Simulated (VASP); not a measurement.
Al4Pt:

```
Al Pt
1.0
     4.12261    0.00000    0.00000
     0.00000    4.12261    0.00000
     0.00000    0.00000    4.12261
Al Pt
4 1
Direct
  0.00000 0.50000 0.50000
  0.50000 0.50000 0.00000
  0.50000 0.00000 0.50000
  0.00000 0.00000 0.00000
  0.50000 0.50000 0.50000
```

- Program: VASP 6.6.1
- Task: relaxation of cell and atoms
- Functional: PBE
- Potentials or basis: VASP PAW PBE potentials, release 64 (Al, Pt)
- Cutoff: 600 eV
- k mesh: 4 × 4 × 4
- Occupations: gaussian, width 0.1 eV
- Spin: no spin polarisation

At the start: pressure 82.9 GPa; volume 14.01 Å³/atom.

Q: Where does the relaxation end?

A: Over 6 steps the energy falls by 1404.8 meV/atom and the volume is 21.87 Å³/atom (+56.0 %); space group Pm-3m (No. 221, to 0.05 Å).

The path:
```tsv
step	energy change (eV)	largest force (eV/Å)	pressure (GPa)	volume (Å³)
1	0.0000	0.0000	82.87	70.07
2	-3.4399	0.0000	-11.17	172.27
3	-6.5843	0.0000	-0.87	111.30
4	-7.0206	0.0000	-0.90	110.35
5	-5.7142	0.0000	24.55	88.69
6	-7.0242	0.0000	-0.21	109.34
```

Final structure:
```cif
data_structure
_symmetry_space_group_name_H-M 'P 1'
_symmetry_Int_Tables_number 1
_cell_length_a 4.7818
_cell_length_b 4.7818
_cell_length_c 4.7818
_cell_angle_alpha 90.000
_cell_angle_beta 90.000
_cell_angle_gamma 90.000
_cell_volume 109.34
loop_
_atom_site_label
_atom_site_type_symbol
_atom_site_fract_x
_atom_site_fract_y
_atom_site_fract_z
_atom_site_occupancy
Al1 Al 0.00000 0.50000 0.50000 1
Al2 Al 0.50000 0.50000 0.00000 1
Al3 Al 0.50000 0.00000 0.50000 1
Al4 Al 0.00000 0.00000 0.00000 1
Pt1 Pt 0.50000 0.50000 0.50000 1
```

Caveat: the k points lie up to 0.33 Å⁻¹ apart in the final cell; the volume moved by over 15 % at a fixed basis, so the end points are rough.
